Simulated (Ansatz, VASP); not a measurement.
# Rb in VASP and in Ansatz

```
Rb
1.0
     0.00000    2.83590    2.83590
     2.83590    0.00000    2.83590
     2.83590    2.83590    0.00000
Rb
1
Direct
  0.00000 0.00000 0.00000
```

Change from the starting cell: volume scaled by 0.5, PAW files.

Alike in both runs: task single point; functional PBE; k mesh 10 × 10 × 10; occupations fermi-dirac, width 0.08 eV; no spin polarisation.

|  | VASP | Ansatz |
| --- | --- | --- |
| version | VASP 6.6.1 | Ansatz 0.2.0 |
| potentials or method | VASP PAW PBE potentials, release 64 (Rb_sv) | PAW with Ansatz's default frozen-core files, scalar-relativistic |
| plane-wave cutoff (eV) | 520 | 420 |
| valence electrons in the cell | 9 | 9 |

|  | VASP | Ansatz | Ansatz less VASP |
| --- | --- | --- | --- |
| pressure (GPa) | 6.4 | 6.4 | 0.00 |
